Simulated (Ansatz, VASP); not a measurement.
**Ge: VASP beside Ansatz**

```
Ge
1.0
     1.48805   -2.59469    0.00000
     1.48805    2.59469    0.00000
     0.00000    0.00000    4.72760
Ge
2
Direct
  0.66655 0.33345 0.25000
  0.33345 0.66655 0.75000
```

Alike in both runs: task single point; functional LDA; k mesh 11 × 11 × 6; occupations fermi-dirac, width 0.1 eV; no spin polarisation.

```csv
,VASP,Ansatz
version,VASP 6.6.1,Ansatz 0.2.0
potentials or method,"VASP PAW LDA potentials, release 64 (Ge_d)","plane waves, PAW"
plane-wave cutoff (eV),520,420
valence electrons in the cell,28,28
```

```csv
,VASP,Ansatz,Ansatz less VASP
gap on the k mesh at the Fermi level (eV),none,none,-
pressure (GPa),-1.2,-1.1,+0.08
"traceless stress, the component that is largest in VASP (GPa)",4.15,4.15,-0.003
```

LDA's correlation is that of Perdew and Zunger in VASP and of Perdew and Wang (1992) in Ansatz. A gap of «none» marks a metal or a gap that the smearing closes.
